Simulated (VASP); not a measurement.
Here is a VASP 6.6.1 calculation.

The input INCAR:

```
SYSTEM = PbF2
PREC = Accurate
ENCUT = 600
EDIFF = 1E-6
ISMEAR = -1
SIGMA = 0.05
LREAL = .False.
LASPH = .True.
NELM = 120
ALGO = Normal
ISIF = 2
LWAVE = .False.
LCHARG = .False.
GGA = CA
NBANDS = 21
GGA_COMPAT = .False.
```

File KPOINTS:

```
regular mesh
0
Gamma
  8 8 8
  0 0 0
```

The input POSCAR:

```
PbF2
1.0
    0.0000000000      2.9832874594      2.9832874594
    2.9832874594      0.0000000000      2.9832874594
    2.9832874594      2.9832874594      0.0000000000
Pb F
1 2
Direct
    0.0000000000      0.0000000000      0.0000000000
    0.7500000000      0.7500000000      0.7500000000
    0.2500000000      0.2500000000      0.2500000000
```

Potentials or basis: VASP PAW LDA potentials, release 64 (Pb_d, F).

The run is started by

```console
$ cat potpaw_LDA.64/Pb_d/POTCAR potpaw_LDA.64/F/POTCAR > POTCAR
$ mpirun -np 1 vasp_std > vasp.out
```

(1) What does it give for the pressure?

(2) Estimate the band gap on the k mesh.

## Answers

(1) -5.8 GPa.

(2) 4.22 eV, indirect (least direct gap 4.38 eV).

Caveat: spin-orbit coupling is left out, which moves the levels of the heavy elements.
